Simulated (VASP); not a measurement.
# Sb (P6_3/mmc) in VASP: single point with PBE

Aim: the single point of Sb with PBE.

Everything below comes from runs of VASP 6.6.1. Logs are shortened: lines on timing, memory, paths and dates and some standing lists are left out, and cuts for length are marked.

### Step 1. The cell of the first run

It takes space group P6_3/mmc (No. 194, hexagonal). Conventional cell: a = 2.561 Å, b = 2.561 Å, c = 4.087 Å, α = 90.00°, β = 90.00°, γ = 120.00°. Sb (site symmetry -6m2) has 12 Sb at 2.52 to 2.56 Å within 3.3 Å.

This isn't the form of Sb at room conditions, which is rhombohedral.

### Step 2. Single point, PBE

INCAR reads:

```
PREC = Accurate
ENCUT = 500
EDIFF = 1E-6
ISMEAR = -1
SIGMA = 0.1
LREAL = False
LASPH = True
NELM = 120
ALGO = Normal
ISIF = 2
LWAVE = False
LCHARG = False
GGA = PE
NBANDS = 22
GGA_COMPAT = False
```

KPOINTS reads:

```
regular mesh
0
Gamma
  17 17 9
```

POSCAR reads:

```
Sb
1.0
    2.5606531905      0.0000000000      0.0000000000
   -1.2803265953      2.2175907133      0.0000000000
    0.0000000000      0.0000000000      4.0870067475
Sb
2
Direct
    0.3333333333      0.6666666667      0.2500000000
    0.6666666667      0.3333333333      0.7500000000
```

Potentials or basis: VASP PAW PBE potentials, release 64 (Sb_d_GW).

The run is started by

```console
> cat potpaw_PBE.64/Sb_d_GW/POTCAR > POTCAR
> mpirun -np 1 vasp_std > vasp.out
```

OUTCAR:

```text
PREC = Accurate
   ENCUT = 500
   EDIFF = 1E-6
   ISMEAR = -1
   LREAL = False
   LASPH = True
   NELM = 120
   ISIF = 2
   GGA = PE

 ion  position               nearest neighbor table
   1  0.333  0.667  0.250-   2 2.52   2 2.52   2 2.52   2 2.52   2 2.52   2 2.52
   2  0.667  0.333  0.750-   1 2.52   1 2.52   1 2.52   1 2.52   1 2.52   1 2.52

  LATTYP: Found a hexagonal cell.
 ALAT       =     2.5606531905
 C/A-ratio  =     1.5960797669

  Lattice vectors:

 A1 = (   2.5606531905,   0.0000000000,   0.0000000000)
 A2 = (  -1.2803265953,   2.2175907133,   0.0000000000)
 A3 = (   0.0000000000,   0.0000000000,   4.0870067475)

Analysis of symmetry for initial positions (statically):
=====================================================================
 Subroutine PRICEL returns:
 Original cell was already a primitive cell.

 Routine SETGRP: Setting up the symmetry group for a
 hexagonal supercell.

 Subroutine GETGRP returns: Found 24 space group operations
 (whereof 12 operations were pure point group operations)
 out of a pool of 24 trial point group operations.

The static configuration has the point symmetry D_3d.
 The point group associated with its full space group is D_6h.

Analysis of symmetry for dynamics (positions and initial velocities):
=====================================================================
 Subroutine PRICEL returns:
 Original cell was already a primitive cell.

 Routine SETGRP: Setting up the symmetry group for a
 hexagonal supercell.

 Subroutine GETGRP returns: Found 24 space group operations
 (whereof 12 operations were pure point group operations)
 out of a pool of 24 trial point group operations.

The dynamic configuration has the point symmetry D_3d.
 The point group associated with its full space group is D_6h.

 Subroutine INISYM returns: Found 24 space group operations
 (whereof 12 operations are pure point group operations),
 and found     1 'primitive' translations

----------------------------------------------------------------------------------------

                                     Primitive cell

  volume of cell :      23.2080

  direct lattice vectors                    reciprocal lattice vectors
     2.560653191  0.000000000  0.000000000     0.390525356  0.225469920  0.000000000
    -1.280326595  2.217590713  0.000000000     0.000000000  0.450939839  0.000000000
[... 74 lines left out ...]
   NGXF,Y,Z  is equivalent  to a cutoff of  25.97, 25.97, 24.41 a.u.
 SYSTEM =  unknown system
   PREC   = accura    normal or accurate (medium, high low for compatibility)
   ISTART =      0    job   : 0-new  1-cont  2-samecut
   ICHARG =      2    charge: 1-file 2-atom 10-const
   ISPIN  =      1    spin polarized calculation?
   LNONCOLLINEAR =      F non collinear calculations
   LSORBIT =      F    spin-orbit coupling
   LASPH  =      T    aspherical Exc in radial PAW
   ENCUT  =  500.0 eV  36.75 Ry    6.06 a.u.   4.67  4.67  7.45*2*pi/ulx,y,z
   NELM   =    120;   NELMIN=  2; NELMDL= -5     # of ELM steps
   EDIFF  = 0.1E-05   stopping-criterion for ELM
   LREAL  =      F    real-space projection
   EDIFFG = 0.1E-04   stopping-criterion for IOM
   NSW    =      0    number of steps for IOM
   IBRION =     -1    ionic relax: 0-MD 1-quasi-New 2-CG
   NFREE  =      0    steps in history (QN), initial steepest desc. (CG)
   ISIF   =      2    stress and relaxation
   ISYM   =      2    0-nonsym 1-usesym 2-fastsym
   POTIM  = 0.5000    time-step for ionic-motion
   TEBEG  =    0.0;   TEEND  =   0.0 temperature during run
   PSTRESS=    0.0 pullay stress
   NELECT =      30.0000    total number of electrons
   NUPDOWN=      -1.0000    fix difference up-down
   EMIN   =  10.00;   EMAX   =-10.00  energy-range for DOS
   EFERMI =   0.00;   METHOD = LEGACY
   ISMEAR =    -1;   SIGMA  =   0.10  broadening in eV -4-tet -1-fermi 0-gaus
   EFERMI_NEDOS =   21; number of points for ismear=-14 and -15
   IALGO  =     38    algorithm
   IMIX   =      4    mixing-type and parameters
     AMIX     =   0.40;   BMIX     =  1.00
     AMIX_MAG =   1.60;   BMIX_MAG =  1.00
  volume/ion in A,a.u.               =      11.60        78.31
  Fermi-wavevector in a.u.,A,eV,Ry     =   1.783348  3.370039 43.271014  3.180330
  Thomas-Fermi vector in A             =   2.847554
   LORBIT       =      0    0 simple, 1 ext, 2 COOP (PROOUT), +10 PAW based schemes
   GGA     = PE    functional components
   LHFCALC =     F    Hartree Fock is set to
   AEXX    =    0.0000 exact exchange contribution
   IVDW    =     0    specifies the selected vdW correction
   LEPSILON=     F    determine dielectric tensor
   LRPA    =     F    only Hartree local field effects (RPA)
 non-spin polarized calculation
  energy-cutoff  :      500.00
  volume of cell :       23.21
 maximum number of plane-waves:       602
 NGX is ok and might be reduce to    20
   NGX =  9   NGY =  9   NGZ = 15

 number of electron      30.0000019 magnetization

 Free energy of the ion-electron system (eV)
  ---------------------------------------------------
  ext. energy  EPLUGINS =         0.00000000
  ---------------------------------------------------
  free energy    TOTEN  =         8.56159729 eV

  energy without entropy =        8.58377694  energy(sigma->0) =        8.57268712

 E-fermi :  20.1190     XC(G=0): -15.3119

 val. band max:       20.1163735833   @ k =   0.1176   0.1176   0.0000
 cond. band min:      20.1235344484   @ k =   0.3529   0.1176   0.4444
 fundamental gap:      0.0071608651
 Fermi energy:        20.1190130187

 k-point     1 :       0.0000    0.0000    0.0000
  band No.  band energies     occupation
      1     -11.8276      2.00000
      2     -11.4920      2.00000
      3     -11.4257      2.00000
      4     -11.4257      2.00000
      5     -11.3164      2.00000
      6     -11.3164      2.00000
[... 589 lines left out ...]
     21      33.9170      0.00000
     22      33.9917      0.00000

 [... further k-points ...]
[... 5 lines left out ...]
  --------------------------------------------------------------------------------------
  -------------------------------------------------------------------------------------
  Total       53.7577108     53.7577109     53.7528690     -0.0000000      0.0000000      0.0000000
  in kB     3711.1955429   3711.1955431   3710.8612841     -0.0000001      0.0000000      0.0000000
  external PRESSURE =    3711.0841233 kB  Pullay stress =       0.0000000 kB

 VOLUME and BASIS-vectors are now :
 -----------------------------------------------------------------------------
  energy-cutoff  :      500.00
  volume of cell :       23.21
      direct lattice vectors                 reciprocal lattice vectors
     2.560653191  0.000000000  0.000000000     0.390525356  0.225469920  0.000000000
    -1.280326595  2.217590713  0.000000000     0.000000000  0.450939839  0.000000000
     0.000000000  0.000000000  4.087006748     0.000000000  0.000000000  0.244677844

 POSITION                                       TOTAL-FORCE (eV/Angst)
 -----------------------------------------------------------------------------------
     -0.00000      1.47839      1.02175        -0.000000      0.000000      0.000000
      1.28033      0.73920      3.06526         0.000000      0.000000      0.000000
 -----------------------------------------------------------------------------------
    total drift:                               -0.000000      0.000000      0.000000

  FREE ENERGIE OF THE ION-ELECTRON SYSTEM (eV)
  ---------------------------------------------------
  free  energy   TOTEN  =         8.5615972900 eV

  energy  without entropy=        8.5837769423  energy(sigma->0) =        8.57268712
```

OSZICAR:

```text
N       E                     dE             d eps       ncg     rms          rms(c)
DAV:   1     0.219700620348E+03    0.21970E+03   -0.78820E+03 11242   0.122E+04
DAV:   2     0.249304517051E+02   -0.19477E+03   -0.18737E+03 14464   0.132E+03
DAV:   3     0.858764072736E+01   -0.16343E+02   -0.16266E+02 13848   0.225E+02
DAV:   4     0.833412512471E+01   -0.25352E+00   -0.25330E+00 11424   0.180E+01
DAV:   5     0.832964538939E+01   -0.44797E-02   -0.44792E-02 11042   0.205E+00    0.399E+01
DAV:   6     0.847253154764E+01    0.14289E+00   -0.58239E-03 13416   0.427E+00    0.240E+01
DAV:   7     0.856174693544E+01    0.89215E-01   -0.93661E-03 13912   0.795E+00    0.711E-02
DAV:   8     0.856159176962E+01   -0.15517E-03   -0.25245E-03 13994   0.147E+00    0.200E-01
DAV:   9     0.856159725352E+01    0.54839E-05   -0.33295E-05 13954   0.648E-01    0.751E-02
DAV:  10     0.856159729000E+01    0.36478E-07   -0.78118E-07  6012   0.931E-02
   1 F= 0.85615973E+01 E0= 0.85726871E+01  d E =-.221797E-01
```

Wall time 36 s (1 thread of Intel Xeon 6975P-C (Granite Rapids), shared host); peak memory 0.2 GiB.

What came out:

- Free energy: 8.5616 eV
- Pressure: 371.1 GPa
- Band gap on the k mesh: zero (bands 15 and 16 overlap by 14.59 eV)

Caveat: the cell stands under pressure; spin-orbit coupling is left out, which moves the levels of the heavy elements.
